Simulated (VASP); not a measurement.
# C (R-3m) in VASP: further runs

C is run at these levels: PBEsol; tasks: single point.

Everything below comes from runs of VASP 6.6.1. Logs are shortened: lines on timing, memory, paths and dates and some standing lists are left out, and cuts for length are marked.

### 1 The cell of the first run

The structure is trigonal, space group R-3m (No. 166). Conventional cell: a = 2.507 Å, b = 2.507 Å, c = 30.485 Å, α = 90.00°, β = 90.00°, γ = 120.00°. Within 2.0 Å of C (site symmetry 3m) lie 4 C at 1.51 to 1.53 Å. Within 2.0 Å of C (site symmetry 3m) lie 4 C at 1.51 to 1.53 Å. C (site symmetry 3m) has 4 C at 1.51 to 1.53 Å within 2.0 Å. Within 2.0 Å of C (site symmetry 3m) lie 4 C at 1.53 to 1.54 Å. C (site symmetry 3m) has 4 C at 1.53 to 1.54 Å within 2.0 Å.

### 2 Single point, PBEsol (strain -0.0150 x Voigt [0, 0, 1, 0, 0, 0])

The input, INCAR:

```
SYSTEM = C
PREC = Accurate ; ENCUT = 520
EDIFF = 1E-6 ; ISMEAR = 0
SIGMA = 0.05 ; LREAL = .False.
LASPH = .True. ; NELM = 80
ALGO = Normal ; ISIF = 2
LWAVE = .False. ; LCHARG = .False.
GGA = PS ; NBANDS = 31
```

The input, KPOINTS:

```
Automatic mesh
0
Gamma
  12 12 12
  0 0 0
```

The input, POSCAR:

```
C
1.0
    1.2534231687      0.7236642039     10.1618296740
   -1.2534231687      0.7236642039     10.1618296740
    0.0000000000     -1.4473284077     10.1618296740
C
10
Direct
    0.0248215789      0.0248215789      0.0248215789
    0.9751784211      0.9751784211      0.9751784211
    0.1086886328      0.1086886328      0.1086886328
    0.8913113672      0.8913113672      0.8913113672
    0.1583653670      0.1583653670      0.1583653670
    0.8416346330      0.8416346330      0.8416346330
    0.3748636560      0.3748636560      0.3748636560
    0.6251363440      0.6251363440      0.6251363440
    0.4253184939      0.4253184939      0.4253184939
    0.5746815061      0.5746815061      0.5746815061
```

Potentials or basis: VASP PAW PBE potentials, release 64 (C).

The run is started by

```bash
cat potpaw_PBE.64/C/POTCAR > POTCAR
mpirun -np 1 vasp_std > vasp.out
```

OUTCAR:

```text
SYSTEM = C
   PREC = Accurate
   ENCUT = 520
   EDIFF = 1E-6
   ISMEAR = 0
   LREAL = .False.
   LASPH = .True.
   NELM = 80
   ISIF = 2
   GGA = PS

 ion  position               nearest neighbor table
   1  0.025  0.025  0.025-   2 1.51   7 1.53   7 1.53   7 1.53
   2  0.975  0.975  0.975-   1 1.51   8 1.53   8 1.53   8 1.53
   3  0.109  0.109  0.109-   5 1.51   9 1.53   9 1.53   9 1.53
   4  0.891  0.891  0.891-   6 1.51  10 1.53  10 1.53  10 1.53
   5  0.158  0.158  0.158-   3 1.51   6 1.53   6 1.53   6 1.53
   6  0.842  0.842  0.842-   4 1.51   5 1.53   5 1.53   5 1.53
   7  0.375  0.375  0.375-   1 1.53   1 1.53   1 1.53   9 1.54
   8  0.625  0.625  0.625-   2 1.53   2 1.53   2 1.53  10 1.54
   9  0.425  0.425  0.425-   3 1.53   3 1.53   3 1.53   7 1.54
  10  0.575  0.575  0.575-   4 1.53   4 1.53   4 1.53   8 1.54

  LATTYP: Found a trigonal (rhomboedric) cell.
 ALAT       =    10.2643821949
 COS(alpha) =     0.9701764181

  Lattice vectors:

 A1 = (   1.2534231687,   0.7236642039,  10.1618296740)
 A2 = (  -1.2534231687,   0.7236642039,  10.1618296740)
 A3 = (   0.0000000000,  -1.4473284077,  10.1618296740)

Analysis of symmetry for initial positions (statically):
=====================================================================
 Subroutine PRICEL returns:
 Original cell was already a primitive cell.

 Routine SETGRP: Setting up the symmetry group for a
 trigonal (rhombohedral) supercell.

 Subroutine GETGRP returns: Found 12 space group operations
 (whereof 12 operations were pure point group operations)
 out of a pool of 12 trial point group operations.

The static configuration has the point symmetry D_3d.

Analysis of symmetry for dynamics (positions and initial velocities):
=====================================================================
 Subroutine PRICEL returns:
 Original cell was already a primitive cell.

 Routine SETGRP: Setting up the symmetry group for a
 trigonal (rhombohedral) supercell.

 Subroutine GETGRP returns: Found 12 space group operations
 (whereof 12 operations were pure point group operations)
 out of a pool of 12 trial point group operations.

The dynamic configuration has the point symmetry D_3d.

 Subroutine INISYM returns: Found 12 space group operations
 (whereof 12 operations are pure point group operations),
 and found     1 'primitive' translations

----------------------------------------------------------------------------------------

                                     Primitive cell

  volume of cell :      55.3042

  direct lattice vectors                    reciprocal lattice vectors
     1.253423169  0.723664204 10.161829674     0.398907578  0.230309397  0.032802492
    -1.253423169  0.723664204 10.161829674    -0.398907578  0.230309397  0.032802492
     0.000000000 -1.447328408 10.161829674     0.000000000 -0.460618795  0.032802492

  length of vectors
    10.264382195 10.264382195 10.264382195     0.461785315  0.461785315  0.461785315

  position of ions in fractional coordinates (direct lattice)
     0.024821579  0.024821579  0.024821579
     0.975178421  0.975178421  0.975178421
     0.108688633  0.108688633  0.108688633
     0.891311367  0.891311367  0.891311367
     0.158365367  0.158365367  0.158365367
     0.841634633  0.841634633  0.841634633
     0.374863656  0.374863656  0.374863656
     0.625136344  0.625136344  0.625136344
     0.425318494  0.425318494  0.425318494
     0.574681506  0.574681506  0.574681506

  ion indices of the primitive-cell ions
   primitive index   ion index
                 1           1
                 2           2
                 3           3
                 4           4
                 5           5
                 6           6
                 7           7
                 8           8
                 9           9
                10          10

----------------------------------------------------------------------------------------

 KPOINTS: Automatic mesh

Automatic generation of k-mesh.
 Grid dimensions read from file:
 generate k-points for:   12   12   12

 Generating k-lattice:

  Cartesian coordinates                     Fractional coordinates (reciprocal lattice)
     0.033242298  0.019192450  0.002733541     0.083333333  0.000000000  0.000000000
    -0.033242298  0.019192450  0.002733541     0.000000000  0.083333333  0.000000000
     0.000000000 -0.038384900  0.002733541    -0.000000000 -0.000000000  0.083333333

  Length of vectors
     0.038482110  0.038482110  0.038482110

  Shift w.r.t. Gamma in fractional coordinates (k-lattice)
     0.000000000  0.000000000  0.000000000

 Subroutine IBZKPT returns following result:
 ===========================================

 Found    189 irreducible k-points:

 Following reciprocal coordinates:
            Coordinates               Weight
  0.000000  0.000000  0.000000      1.000000
  0.083333  0.000000 -0.000000      6.000000
  0.166667  0.000000  0.000000      6.000000
  0.250000  0.000000  0.000000      6.000000
  0.333333  0.000000  0.000000      6.000000
  0.416667  0.000000  0.000000      6.000000
[... 16 lines left out ...]
  0.500000  0.166667  0.000000     12.000000
 -0.416667  0.166667 -0.000000     12.000000
 [... further k-points ...]
   k-points           NKPTS =    189   k-points in BZ     NKDIM =    189   number of bands    NBANDS=     31
   number of dos      NEDOS =    301   number of ions     NIONS =     10
   total plane-waves  NPLWV = 512000
   dimension x,y,z NGX =    80 NGY =   80 NGZ =   80
   dimension x,y,z NGXF=   160 NGYF=  160 NGZF=  160
   ions per type =              10
   NGX,Y,Z   is equivalent  to a cutoff of  12.96, 12.96, 12.96 a.u.
   NGXF,Y,Z  is equivalent  to a cutoff of  25.91, 25.91, 25.91 a.u.
 SYSTEM =  C
   PREC   = accura    normal or accurate (medium, high low for compatibility)
   ISTART =      0    job   : 0-new  1-cont  2-samecut
   ICHARG =      2    charge: 1-file 2-atom 10-const
   ISPIN  =      1    spin polarized calculation?
   LNONCOLLINEAR =      F non collinear calculations
   LSORBIT =      F    spin-orbit coupling
   LASPH  =      T    aspherical Exc in radial PAW
   ENCUT  =  520.0 eV  38.22 Ry    6.18 a.u.  19.08 19.08 19.08*2*pi/ulx,y,z
   NELM   =     80;   NELMIN=  2; NELMDL= -5     # of ELM steps
   EDIFF  = 0.1E-05   stopping-criterion for ELM
   LREAL  =      F    real-space projection
   EDIFFG = 0.1E-04   stopping-criterion for IOM
   NSW    =      0    number of steps for IOM
   IBRION =     -1    ionic relax: 0-MD 1-quasi-New 2-CG
   NFREE  =      0    steps in history (QN), initial steepest desc. (CG)
   ISIF   =      2    stress and relaxation
   ISYM   =      2    0-nonsym 1-usesym 2-fastsym
   POTIM  = 0.5000    time-step for ionic-motion
   TEBEG  =    0.0;   TEEND  =   0.0 temperature during run
   PSTRESS=    0.0 pullay stress
   NELECT =      40.0000    total number of electrons
   NUPDOWN=      -1.0000    fix difference up-down
   EMIN   =  10.00;   EMAX   =-10.00  energy-range for DOS
   EFERMI =   0.00;   METHOD = LEGACY
   ISMEAR =     0;   SIGMA  =   0.05  broadening in eV -4-tet -1-fermi 0-gaus
   EFERMI_NEDOS =   21; number of points for ismear=-14 and -15
   IALGO  =     38    algorithm
   IMIX   =      4    mixing-type and parameters
     AMIX     =   0.40;   BMIX     =  1.00
     AMIX_MAG =   1.60;   BMIX_MAG =  1.00
  volume/ion in A,a.u.               =       5.53        37.32
  Fermi-wavevector in a.u.,A,eV,Ry     =   1.469520  2.776990 29.381632  2.159489
  Thomas-Fermi vector in A             =   2.584888
   LORBIT       =      0    0 simple, 1 ext, 2 COOP (PROOUT), +10 PAW based schemes
   GGA     = PS    functional components
   LHFCALC =     F    Hartree Fock is set to
   AEXX    =    0.0000 exact exchange contribution
   IVDW    =     0    specifies the selected vdW correction
   LEPSILON=     F    determine dielectric tensor
   LRPA    =     F    only Hartree local field effects (RPA)
 non-spin polarized calculation
 Gauss-broadening in eV      SIGMA  =   0.05
  energy-cutoff  :      520.00
  volume of cell :       55.30
 maximum number of plane-waves:      1520
 NGX is ok and might be reduce to    80
   NGX = 37   NGY = 37   NGZ = 37

 number of electron      40.0000000 magnetization

 Free energy of the ion-electron system (eV)
  ---------------------------------------------------
  ext. energy  EPLUGINS =         0.00000000
  ---------------------------------------------------
  free energy    TOTEN  =       -96.12320559 eV

  energy without entropy =      -96.12320559  energy(sigma->0) =      -96.12320559

 E-fermi :  10.4508     XC(G=0): -13.5551

 val. band max:       10.1976193838   @ k =   0.0000   0.0000   0.0000
 cond. band min:      14.4731433529   @ k =  -0.3333  -0.3333   0.0833
 fundamental gap:      4.2755239691
 Fermi energy:        10.4508389466

 k-point     1 :       0.0000    0.0000    0.0000
  band No.  band energies     occupation
      1     -11.7984      2.00000
      2     -10.6946      2.00000
      3     -10.6253      2.00000
      4      -7.3732      2.00000
      5      -7.3519      2.00000
      6      -1.5658      2.00000
[... 23 lines left out ...]
     30      18.5551      0.00000
     31      18.7634      0.00000

 k-point     2 :       0.0833    0.0000   -0.0000
  band No.  band energies     occupation
      1     -11.6243      2.00000
      2     -10.5591      2.00000
      3     -10.4160      2.00000
      4      -7.3145      2.00000
      5      -7.0834      2.00000
      6      -1.5747      2.00000
[... 23 lines left out ...]
     30      18.6631      0.00000
     31      19.0445      0.00000

 k-point     3 :       0.1667    0.0000    0.0000
  band No.  band energies     occupation
      1     -11.1037      2.00000
      2     -10.1017      2.00000
      3      -9.8435      2.00000
      4      -6.9381      2.00000
      5      -6.4843      2.00000
      6      -1.3108      2.00000
[... 703 lines left out ...]
     30      20.8810      0.00000
     31      21.1071      0.00000

 k-point    24 :      -0.4167    0.1667   -0.0000
  band No.  band energies     occupation
      1      -5.7682      2.00000
      2      -5.4069      2.00000
      3      -4.9958      2.00000
      4      -4.0938      2.00000
      5      -3.8909      2.00000
      6      -3.0183      2.00000
[... 23 lines left out ...]
     30      20.9029      0.00000
     31      21.2000      0.00000

 [... further k-points ...]

------------------------ aborting loop because EDIFF is reached ----------------------------------------

  FORCE on cell =-STRESS in cart. coord.  units (eV):
  Direction    XX          YY          ZZ          XY          YZ          ZX
  --------------------------------------------------------------------------------------
  -------------------------------------------------------------------------------------
  Total        0.6367993      0.6367993      7.3646444      0.0000000      0.0000000      0.0000000
  in kB       18.4482507     18.4482507    213.3557705      0.0000000      0.0000000      0.0000000
  external PRESSURE =      83.4174240 kB  Pullay stress =       0.0000000 kB

 VOLUME and BASIS-vectors are now :
 -----------------------------------------------------------------------------
  energy-cutoff  :      520.00
  volume of cell :       55.30
      direct lattice vectors                 reciprocal lattice vectors
     1.253423169  0.723664204 10.161829674     0.398907578  0.230309397  0.032802492
    -1.253423169  0.723664204 10.161829674    -0.398907578  0.230309397  0.032802492
     0.000000000 -1.447328408 10.161829674     0.000000000 -0.460618795  0.032802492

 POSITION                                       TOTAL-FORCE (eV/Angst)
 -----------------------------------------------------------------------------------
      0.00000      0.00000      0.75670         0.000000      0.000000      0.062974
      0.00000      0.00000     29.72879         0.000000     -0.000000     -0.062974
      0.00000      0.00000      3.31343         0.000000     -0.000000     -0.059993
      0.00000      0.00000     27.17206         0.000000      0.000000      0.059993
      0.00000      0.00000      4.82785         0.000000      0.000000      0.101617
      0.00000      0.00000     25.65764         0.000000     -0.000000     -0.101617
      0.00000      0.00000     11.42790         0.000000     -0.000000     -0.073139
      0.00000      0.00000     19.05759         0.000000      0.000000      0.073139
      0.00000      0.00000     12.96604         0.000000      0.000000      0.074589
      0.00000      0.00000     17.51945         0.000000     -0.000000     -0.074589
 -----------------------------------------------------------------------------------
    total drift:                                0.000000      0.000000      0.000000

  FREE ENERGIE OF THE ION-ELECTRON SYSTEM (eV)
  ---------------------------------------------------
  free  energy   TOTEN  =       -96.1232055935 eV

  energy  without entropy=      -96.1232055935  energy(sigma->0) =      -96.12320559
```

It took 51 min on 1 thread of Intel Xeon Platinum 8375C at 2.90GHz (Ice Lake), shared host; peak memory 0.96 GiB.

What came out:

```
Free energy            : -96.1232 eV
Pressure               : 8.3 GPa
Largest force          : 0.102 eV/Å
Band gap on the k mesh : 4.28 eV (least direct gap 5.18 eV)
```

Forces in eV/Å, atoms in the order of the input:
```
C    0.000  0.000  0.063
C    0.000  0.000 -0.063
C    0.000  0.000 -0.060
C    0.000  0.000  0.060
C    0.000  0.000  0.102
C    0.000  0.000 -0.102
C    0.000  0.000 -0.073
C    0.000  0.000  0.073
C    0.000  0.000  0.075
C    0.000  0.000 -0.075
```

Caveat: the cell differs from its parent crystal (strain -0.0150 x Voigt [0, 0, 1, 0, 0, 0]); the stress differs along the axes, from 2 to 21 GPa; the PAW data sets were made with another functional, which shifts forces and pressure a little. A k mesh can miss the band edges.

### 3 Single point, PBEsol (strain +0.0150 x Voigt [0, 0, 1, 0, 0, 0])

The input, INCAR:

```
PREC = Accurate
ENCUT = 520
EDIFF = 1E-6
ISMEAR = 0
SIGMA = 0.05
LREAL = F
LASPH = T
NELM = 80
ALGO = Normal
ISIF = 2
LWAVE = F
LCHARG = F
GGA = PS
NBANDS = 31
```

The input, KPOINTS:

```
Automatic mesh
0
Gamma
  12 12 12
```

Edit POSCAR of step 2 so:

```diff
@@ -2,5 +2,5 @@
 1.0
-    1.2534231687      0.7236642039     10.1618296740
-   -1.2534231687      0.7236642039     10.1618296740
-    0.0000000000     -1.4473284077     10.1618296740
+    1.2534231687      0.7236642039     10.4713270244
+   -1.2534231687      0.7236642039     10.4713270244
+    0.0000000000     -1.4473284077     10.4713270244
 C
```

Potentials or basis: VASP PAW PBE potentials, release 64 (C).

The run is started by

```bash
cat potpaw_PBE.64/C/POTCAR > POTCAR
mpirun -np 1 vasp_std > vasp.out
```

Wall time 58 min (1 thread of Intel Xeon Platinum 8375C at 2.90GHz (Ice Lake), shared host); peak memory 0.96 GiB.

Results (log left out):

* Free energy: -96.1404 eV
* Pressure: -5.4 GPa
* Largest force: 0.045 eV/Å
* Band gap on the k mesh: 4.44 eV (least direct gap 5.07 eV)

Forces on the atoms (eV/Å):
```
C    0.000  0.000 -0.011
C    0.000  0.000  0.011
C    0.000  0.000  0.008
C    0.000  0.000 -0.008
C    0.000  0.000 -0.045
C    0.000  0.000  0.045
C    0.000  0.000  0.027
C    0.000  0.000 -0.027
C    0.000  0.000 -0.029
C    0.000  0.000  0.029
```

Stress tensor (GPa, compression positive):
```
  0.45   0.00   0.00
  0.00   0.45   0.00
  0.00   0.00 -17.09
```

Levels at points of the mesh, in eV from the valence-band top:
```
           k point  band 16  band 17  band 18  band 19  band 20  band 21  band 22  band 23  band 24  band 25
(0.00, 0.00, 0.00)    -1.22    -1.22    -0.20     0.00     0.00     5.07     5.45     5.45     6.81     6.81
(0.50, 0.00, 0.00)    -4.86    -4.44    -4.39    -3.59    -3.00     4.87     4.87     5.88     5.94     6.55
(0.50, 0.50, 0.00)    -5.34    -4.23    -4.13    -3.45    -3.44     4.66     5.11     5.52     5.53     6.67
(0.50, 0.50, 0.50)    -1.97    -0.44    -0.44    -0.39    -0.39     5.91     5.91     6.00     6.00     6.17
```

Caveat: the cell differs from its parent crystal (strain +0.0150 x Voigt [0, 0, 1, 0, 0, 0]); the stress differs along the axes, from -17 to 0 GPa; the PAW data sets were made with another functional, which shifts forces and pressure a little. A k mesh can miss the band edges.

### 4 Single point, PBEsol (strain -0.0300 x Voigt [0, 0, 1, 0, 0, 0])

The input, INCAR:

```
SYSTEM = C
PREC = Accurate ; ENCUT = 520
EDIFF = 1E-7 ; ISMEAR = 0
SIGMA = 0.05 ; LREAL = .FALSE.
LASPH = .TRUE. ; NELM = 60
ALGO = Normal ; ISIF = 2
LWAVE = .FALSE. ; LCHARG = .TRUE.
GGA = PS ; LELF = .TRUE.
LVHAR = .TRUE. ; NBANDS = 31
```

The input, KPOINTS:

```
regular mesh
0
G
  12 12 12
  0 0 0
```

Edit POSCAR of step 3 so:

```diff
@@ -2,5 +2,5 @@
 1.0
-    1.2534231687      0.7236642039     10.4713270244
-   -1.2534231687      0.7236642039     10.4713270244
-    0.0000000000     -1.4473284077     10.4713270244
+    1.2534231687      0.7236642039     10.0070809987
+   -1.2534231687      0.7236642039     10.0070809987
+    0.0000000000     -1.4473284077     10.0070809987
 C
```

The run is started by

```bash
cat potpaw_PBE.64/C/POTCAR > POTCAR
mpirun -np 1 vasp_std > vasp.out
```

Run time: 41 min. Hardware: 1 thread of Intel Xeon 6975P-C (Granite Rapids), shared host; peak memory 0.96 GiB.

Results (log left out):

```
Free energy            : -95.9515 eV
Pressure               : 16.4 GPa
Largest force          : 0.269 eV/Å
Band gap on the k mesh : 4.13 eV (least direct gap 5.03 eV)
```

Forces in eV/Å, atoms in the order of the input:
```
C    0.000  0.000  0.183
C    0.000  0.000 -0.183
C    0.000  0.000 -0.176
C    0.000  0.000  0.176
C    0.000  0.000  0.269
C    0.000  0.000 -0.269
C    0.000  0.000 -0.214
C    0.000  0.000  0.214
C    0.000  0.000  0.217
C    0.000  0.000 -0.217
```

Stress tensor (GPa, compression positive):
```
 2.64  0.00  0.00
 0.00  2.64  0.00
 0.00  0.00 43.98
```

Levels at points of the mesh, in eV from the valence-band top:
```csv
k point,band 16,band 17,band 18,band 19,band 20,band 21,band 22,band 23,band 24,band 25
"(0.00, 0.00, 0.00)",-1.53,-1.53,-0.23,0.00,0.00,5.03,5.03,6.22,6.63,6.63
"(0.50, 0.00, 0.00)",-4.94,-4.73,-4.67,-3.67,-2.93,4.37,4.39,6.32,6.41,6.68
"(0.50, 0.50, 0.00)",-5.81,-4.30,-4.24,-3.51,-3.49,4.13,5.12,5.18,5.89,7.50
"(0.50, 0.50, 0.50)",-1.73,-0.57,-0.57,-0.52,-0.52,5.60,5.60,5.73,5.73,6.71
```

Caveat: the cell differs from its parent crystal (strain -0.0300 x Voigt [0, 0, 1, 0, 0, 0]); the stress differs along the axes, from 3 to 44 GPa; the PAW data sets were made with another functional, which shifts forces and pressure a little. A k mesh can miss the band edges.

### 5 Overview

```csv
cell,gap on the mesh (eV),pressure (GPa),largest force (eV/Å)
"a = 10.264 Å, angles 14.0°, 10 atoms",4.28,8.3,0.10
"a = 10.571 Å, angles 13.6°, 10 atoms",4.44,-5.4,0.04
"a = 10.111 Å, angles 14.2°, 10 atoms",4.13,16.4,0.27
```

Alike in all rows: task single point; level PBEsol; potentials or basis VASP PAW PBE potentials, release 64 (C); no spin polarisation; k mesh 12 × 12 × 12; cutoff (eV) 520; smearing gaussian 0.05 eV.

Caveats: the PAW data sets were made with another functional, which shifts forces and pressure a little; the stress differs along the axes, from 2 to 21 GPa (at least some runs); the stress differs along the axes, from -17 to 0 GPa (at least some runs); the stress differs along the axes, from 3 to 44 GPa (at least some runs).

Total energies depend on the potentials used, so only differences within one code and one set of settings carry meaning.
